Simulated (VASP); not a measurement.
# Cu (Pm-3m) in VASP: notebook

Cu is run at these levels: r2SCAN; tasks: single point.

Everything below comes from runs of VASP 6.6.1. Logs are shortened: lines on timing, memory, paths and dates and some standing lists are left out, and cuts for length are marked.

## (1) The cell of the first run

It takes space group Pm-3m (No. 221, cubic). Conventional cell: a = 2.270 Å, b = 2.270 Å, c = 2.270 Å, α = 90.00°, β = 90.00°, γ = 90.00°. Within 3.0 Å of Cu (site symmetry m-3m) lie 6 Cu at 2.27 Å.

## (2) Single point, r2SCAN (volume scaled by 0.88)

POSCAR

```
Cu
1.0
    2.2702568994      0.0000000000      0.0000000000
    0.0000000000      2.2702568994      0.0000000000
    0.0000000000      0.0000000000      2.2702568994
Cu
1
Direct
    0.0000000000      0.0000000000      0.0000000000
```

INCAR.step1

```
SYSTEM = Cu
PREC = Accurate
ENCUT = 520
ISMEAR = -1
SIGMA = 0.1
LREAL = .FALSE.
LASPH = .TRUE.
NELM = 100
NBANDS = 12
GGA = PE
ALGO = Normal
EDIFF = 1E-4
LWAVE = .TRUE.
LCHARG = .FALSE.
```

INCAR.step2

```
SYSTEM = Cu
PREC = Accurate
ENCUT = 520
EDIFF = 1E-7
ISMEAR = -1
SIGMA = 0.1
LREAL = .FALSE.
LASPH = .TRUE.
NELM = 100
ALGO = Normal
ISIF = 2
LWAVE = .FALSE.
LCHARG = .FALSE.
METAGGA = R2SCAN
LMIXTAU = .TRUE.
NBANDS = 12
ISTART = 1
```

KPOINTS

```
Automatic mesh
0
G
  15 15 15
  0 0 0
```

Potentials or basis: VASP PAW PBE potentials, release 64 (Cu).

Launch:

```
$ cat potpaw_PBE.64/Cu/POTCAR > POTCAR
$ cp INCAR.step1 INCAR
$ mpirun -np 1 vasp_std > vasp.out
$ cp INCAR.step2 INCAR
$ mpirun -np 1 vasp_std > vasp.out
```

OUTCAR:

```text
SYSTEM = Cu
   PREC = Accurate
   ENCUT = 520
   EDIFF = 1E-7
   ISMEAR = -1
   LREAL = .FALSE.
   LASPH = .TRUE.
   NELM = 100
   ISIF = 2
   METAGGA = R2SCAN
   ISTART = 1

 ion  position               nearest neighbor table
   1  0.000  0.000  0.000-

  LATTYP: Found a simple cubic cell.
 ALAT       =     2.2702568994

  Lattice vectors:

 A1 = (   2.2702568994,   0.0000000000,   0.0000000000)
 A2 = (   0.0000000000,   2.2702568994,   0.0000000000)
 A3 = (   0.0000000000,   0.0000000000,   2.2702568994)

Analysis of symmetry for initial positions (statically):
=====================================================================
 Subroutine PRICEL returns:
 Original cell was already a primitive cell.

 Routine SETGRP: Setting up the symmetry group for a
 simple cubic supercell.

 Subroutine GETGRP returns: Found 48 space group operations
 (whereof 48 operations were pure point group operations)
 out of a pool of 48 trial point group operations.

The static configuration has the point symmetry O_h .

Analysis of symmetry for dynamics (positions and initial velocities):
=====================================================================
 Subroutine PRICEL returns:
 Original cell was already a primitive cell.

 Routine SETGRP: Setting up the symmetry group for a
 simple cubic supercell.

 Subroutine GETGRP returns: Found 48 space group operations
 (whereof 48 operations were pure point group operations)
 out of a pool of 48 trial point group operations.

The dynamic configuration has the point symmetry O_h .

 Subroutine INISYM returns: Found 48 space group operations
 (whereof 48 operations are pure point group operations),
 and found     1 'primitive' translations

----------------------------------------------------------------------------------------

                                     Primitive cell

  volume of cell :      11.7011

  direct lattice vectors                    reciprocal lattice vectors
     2.270256899  0.000000000  0.000000000     0.440478785  0.000000000  0.000000000
     0.000000000  2.270256899  0.000000000     0.000000000  0.440478785  0.000000000
     0.000000000  0.000000000  2.270256899     0.000000000  0.000000000  0.440478785

  length of vectors
     2.270256899  2.270256899  2.270256899     0.440478785  0.440478785  0.440478785

  position of ions in fractional coordinates (direct lattice)
     0.000000000  0.000000000  0.000000000

  ion indices of the primitive-cell ions
   primitive index   ion index
                 1           1

----------------------------------------------------------------------------------------

 KPOINTS: Automatic mesh

Automatic generation of k-mesh.
 Grid dimensions read from file:
 generate k-points for:   15   15   15

 Generating k-lattice:

  Cartesian coordinates                     Fractional coordinates (reciprocal lattice)
     0.029365252  0.000000000  0.000000000     0.066666667  0.000000000  0.000000000
     0.000000000  0.029365252  0.000000000     0.000000000  0.066666667  0.000000000
     0.000000000  0.000000000  0.029365252     0.000000000  0.000000000  0.066666667

  Length of vectors
     0.029365252  0.029365252  0.029365252

  Shift w.r.t. Gamma in fractional coordinates (k-lattice)
     0.000000000  0.000000000  0.000000000

 Subroutine IBZKPT returns following result:
 ===========================================

 Found    120 irreducible k-points:

 Following reciprocal coordinates:
            Coordinates               Weight
  0.000000  0.000000  0.000000      1.000000
  0.066667  0.000000  0.000000      6.000000
  0.133333  0.000000  0.000000      6.000000
  0.200000  0.000000  0.000000      6.000000
  0.266667  0.000000  0.000000      6.000000
  0.333333  0.000000  0.000000      6.000000
[... 16 lines left out ...]
  0.266667  0.200000  0.000000     24.000000
  0.333333  0.200000  0.000000     24.000000
 [... further k-points ...]
   k-points           NKPTS =    120   k-points in BZ     NKDIM =    120   number of bands    NBANDS=     12
   number of dos      NEDOS =    301   number of ions     NIONS =      1
   total plane-waves  NPLWV =   5832
   dimension x,y,z NGX =    18 NGY =   18 NGZ =   18
   dimension x,y,z NGXF=    36 NGYF=   36 NGZF=   36
   ions per type =               1
   NGX,Y,Z   is equivalent  to a cutoff of  13.18, 13.18, 13.18 a.u.
   NGXF,Y,Z  is equivalent  to a cutoff of  26.36, 26.36, 26.36 a.u.
 SYSTEM =  Cu
   PREC   = accura    normal or accurate (medium, high low for compatibility)
   ISTART =      1    job   : 0-new  1-cont  2-samecut
   ICHARG =      0    charge: 1-file 2-atom 10-const
   ISPIN  =      1    spin polarized calculation?
   LNONCOLLINEAR =      F non collinear calculations
   LSORBIT =      F    spin-orbit coupling
   LASPH  =      T    aspherical Exc in radial PAW
   ENCUT  =  520.0 eV  38.22 Ry    6.18 a.u.   4.22  4.22  4.22*2*pi/ulx,y,z
   NELM   =    100;   NELMIN=  2; NELMDL=  0     # of ELM steps
   EDIFF  = 0.1E-06   stopping-criterion for ELM
   LREAL  =      F    real-space projection
   EDIFFG = 0.1E-05   stopping-criterion for IOM
   NSW    =      0    number of steps for IOM
   IBRION =     -1    ionic relax: 0-MD 1-quasi-New 2-CG
   NFREE  =      0    steps in history (QN), initial steepest desc. (CG)
   ISIF   =      2    stress and relaxation
   ISYM   =      2    0-nonsym 1-usesym 2-fastsym
   POTIM  = 0.5000    time-step for ionic-motion
   TEBEG  =    0.0;   TEEND  =   0.0 temperature during run
   PSTRESS=    0.0 pullay stress
   NELECT =      11.0000    total number of electrons
   NUPDOWN=      -1.0000    fix difference up-down
   EMIN   =  10.00;   EMAX   =-10.00  energy-range for DOS
   EFERMI =   0.00;   METHOD = LEGACY
   ISMEAR =    -1;   SIGMA  =   0.10  broadening in eV -4-tet -1-fermi 0-gaus
   EFERMI_NEDOS =   21; number of points for ismear=-14 and -15
   IALGO  =     38    algorithm
   IMIX   =      4    mixing-type and parameters
     AMIX     =   0.40;   BMIX     =  1.00
     AMIX_MAG =   1.60;   BMIX_MAG =  1.00
  volume/ion in A,a.u.               =      11.70        78.96
  Fermi-wavevector in a.u.,A,eV,Ry     =   1.603728  3.030607 34.993417  2.571944
  Thomas-Fermi vector in A             =   2.700345
   LORBIT       =      0    0 simple, 1 ext, 2 COOP (PROOUT), +10 PAW based schemes
   METAGGA = R2SCAN    functional components
   LHFCALC =     F    Hartree Fock is set to
   AEXX    =    0.0000 exact exchange contribution
   IVDW    =     0    specifies the selected vdW correction
   LEPSILON=     F    determine dielectric tensor
   LRPA    =     F    only Hartree local field effects (RPA)
 non-spin polarized calculation
  energy-cutoff  :      520.00
  volume of cell :       11.70
 maximum number of plane-waves:       322
 NGX is ok and might be reduce to    18
   NGX =  9   NGY =  9   NGZ =  9

 number of electron      10.9999999 magnetization

 Free energy of the ion-electron system (eV)
  ---------------------------------------------------
  ext. energy  EPLUGINS =         0.00000000
  ---------------------------------------------------
  free energy    TOTEN  =       -10.23384212 eV

  energy without entropy =      -10.22752893  energy(sigma->0) =      -10.23068552

 E-fermi :   7.3888     XC(G=0): -13.6290

 val. band max:        7.3757138600   @ k =   0.3333   0.3333   0.1333
 cond. band min:       7.6717249331   @ k =   0.4667   0.2000   0.0000
 fundamental gap:      0.2960110731
 Fermi energy:         7.3887673149

 k-point     1 :       0.0000    0.0000    0.0000
  band No.  band energies     occupation
      1      -2.0616      2.00000
      2       2.6628      2.00000
      3       2.6628      2.00000
      4       5.9128      2.00000
      5       5.9128      2.00000
      6       5.9128      2.00000
      7      27.8187      0.00000
      8      27.8187      0.00000
      9      27.8187      0.00000
     10      31.4290      0.00000
     11      31.4290      0.00000
     12      36.6183      0.00000

 k-point     2 :       0.0667    0.0000    0.0000
  band No.  band energies     occupation
      1      -1.9193      2.00000
      2       2.6809      2.00000
      3       2.7222      2.00000
      4       5.8652      2.00000
      5       5.8652      2.00000
      6       5.9166      2.00000
      7      25.8216      0.00000
      8      28.0066      0.00000
      9      28.0066      0.00000
     10      31.4750      0.00000
     11      32.8884      0.00000
     12      37.4148      0.00000

 k-point     3 :       0.1333    0.0000    0.0000
  band No.  band energies     occupation
      1      -1.5000      2.00000
      2       2.7323      2.00000
      3       2.8964      2.00000
      4       5.7325      2.00000
      5       5.7325      2.00000
      6       5.9274      2.00000
      7      22.7218      0.00000
      8      28.5602      0.00000
      9      28.5602      0.00000
     10      31.6139      0.00000
     11      34.1101      0.00000
     12      40.0605      0.00000

 k-point     4 :       0.2000    0.0000    0.0000
  band No.  band energies     occupation
      1      -0.8288      2.00000
      2       2.8089      2.00000
      3       3.1744      2.00000
      4       5.5421      2.00000
      5       5.5421      2.00000
      6       5.9434      2.00000
      7      19.6453      0.00000
      8      29.4518      0.00000
      9      29.4518      0.00000
     10      31.8475      0.00000
     11      34.6544      0.00000
     12      43.8338      0.00000

 k-point     5 :       0.2667    0.0000    0.0000
  band No.  band energies     occupation
      1       0.0398      2.00000
      2       2.8979      2.00000
      3       3.5486      2.00000
      4       5.3304      2.00000
      5       5.3304      2.00000
      6       5.9617      2.00000
      7      16.7591      0.00000
      8      30.6421      0.00000
      9      30.6421      0.00000
     10      32.1742      0.00000
     11      35.0174      0.00000
     12      42.8132      0.00000
[... 228 lines left out ...]
      1       2.6595      2.00000
      2       3.3546      2.00000
      3       3.8244      2.00000
      4       4.9380      2.00000
      5       5.8431      2.00000
      6       6.7674      1.99600
      7      10.6016      0.00000
      8      29.0628      0.00000
      9      31.2399      0.00000
     10      35.0404      0.00000
     11      36.0715      0.00000
     12      39.0423      0.00000

 k-point    22 :       0.2000    0.2000    0.0000
  band No.  band energies     occupation
      1       0.3203      2.00000
      2       3.1089      2.00000
      3       3.5496      2.00000
      4       5.2210      2.00000
      5       5.5485      2.00000
      6       5.6287      2.00000
      7      19.9559      0.00000
      8      21.9159      0.00000
      9      31.0428      0.00000
     10      33.7443      0.00000
     11      37.7319      0.00000
     12      42.3796      0.00000

 k-point    23 :       0.2667    0.2000    0.0000
  band No.  band energies     occupation
      1       1.0822      2.00000
      2       3.2130      2.00000
      3       3.8625      2.00000
      4       5.1767      2.00000
      5       5.3781      2.00000
      6       5.6236      2.00000
      7      17.6729      0.00000
      8      22.2213      0.00000
      9      32.2081      0.00000
     10      34.2109      0.00000
     11      35.0903      0.00000
     12      43.7742      0.00000

 k-point    24 :       0.3333    0.2000    0.0000
  band No.  band energies     occupation
      1       1.8568      2.00000
      2       3.2879      2.00000
      3       4.0369      2.00000
      4       5.1934      2.00000
      5       5.5443      2.00000
      6       5.6459      2.00000
      7      15.0761      0.00000
      8      23.3006      0.00000
      9      32.5917      0.00000
     10      33.6309      0.00000
     11      34.7490      0.00000
     12      43.0183      0.00000

 [... further k-points ...]
[... 5 lines left out ...]
  --------------------------------------------------------------------------------------
  -------------------------------------------------------------------------------------
  Total        1.5660243      1.5660243      1.5660243     -0.0000000      0.0000000     -0.0000000
  in kB      214.4292756    214.4292756    214.4292756     -0.0000000      0.0000000     -0.0000000
  external PRESSURE =     214.4292756 kB  Pullay stress =       0.0000000 kB

 VOLUME and BASIS-vectors are now :
 -----------------------------------------------------------------------------
  energy-cutoff  :      520.00
  volume of cell :       11.70
      direct lattice vectors                 reciprocal lattice vectors
     2.270256899  0.000000000  0.000000000     0.440478785  0.000000000  0.000000000
     0.000000000  2.270256899  0.000000000     0.000000000  0.440478785  0.000000000
     0.000000000  0.000000000  2.270256899     0.000000000  0.000000000  0.440478785

 POSITION                                       TOTAL-FORCE (eV/Angst)
 -----------------------------------------------------------------------------------
      0.00000      0.00000      0.00000         0.000000      0.000000      0.000000
 -----------------------------------------------------------------------------------
    total drift:                                0.000000      0.000000      0.000000

  FREE ENERGIE OF THE ION-ELECTRON SYSTEM (eV)
  ---------------------------------------------------
  free  energy   TOTEN  =       -10.2338421188 eV

  energy  without entropy=      -10.2275289306  energy(sigma->0) =      -10.23068552
```

It took 41 s on 1 thread of Intel Xeon 6975P-C, shared host; peak memory 0.13 GiB.

What came out:

```yaml
Free_energy: -10.2338 eV
Pressure: 21.4 GPa
```

Caveat: the PAW data sets were made with another functional, which shifts forces and pressure a little.

## (3) Single point, r2SCAN (volume scaled by 0.92)

POSCAR

```
Cu
1.0
    2.3041463270      0.0000000000      0.0000000000
    0.0000000000      2.3041463270      0.0000000000
    0.0000000000      0.0000000000      2.3041463270
Cu
1
Direct
    0.0000000000      0.0000000000      0.0000000000
```

INCAR.step1

```
PREC = Accurate
ENCUT = 520
ISMEAR = -1
SIGMA = 0.1
LREAL = False
LASPH = True
NELM = 60
NBANDS = 12
GGA = PE
ALGO = Normal
EDIFF = 1E-4
LWAVE = True
LCHARG = False
```

INCAR.step2

```
PREC = Accurate
ENCUT = 520
EDIFF = 1E-6
ISMEAR = -1
SIGMA = 0.1
LREAL = False
LASPH = True
NELM = 60
ALGO = Normal
ISIF = 2
LWAVE = False
LCHARG = False
METAGGA = R2SCAN
LMIXTAU = True
NBANDS = 12
ISTART = 1
```

KPOINTS

```
Automatic mesh
0
Gamma
  15 15 15
```

Potentials or basis: VASP PAW PBE potentials, release 64 (Cu).

Launch:

```
$ cat potpaw_PBE.64/Cu/POTCAR > POTCAR
$ cp INCAR.step1 INCAR
$ mpirun -np 1 vasp_std > vasp.out
$ cp INCAR.step2 INCAR
$ mpirun -np 1 vasp_std > vasp.out
```

Run time: 40 s. Hardware: 1 thread of Intel Xeon 6975P-C, shared host; peak memory 0.13 GiB.

It converged, with:

| Property | Result |
| --- | --- |
| Free energy | -10.2905 eV |
| Pressure | 12.8 GPa |

Levels at points of the mesh, in eV from the Fermi level:
```csv
k point,band 3,band 4,band 5,band 6,band 7,band 8,band 9,band 10
"(0.00, 0.00, 0.00)",-4.49,-1.45,-1.45,-1.45,19.89,19.89,19.89,23.41
```

Caveat: the PAW data sets were made with another functional, which shifts forces and pressure a little.

[end of part 1 of 2]
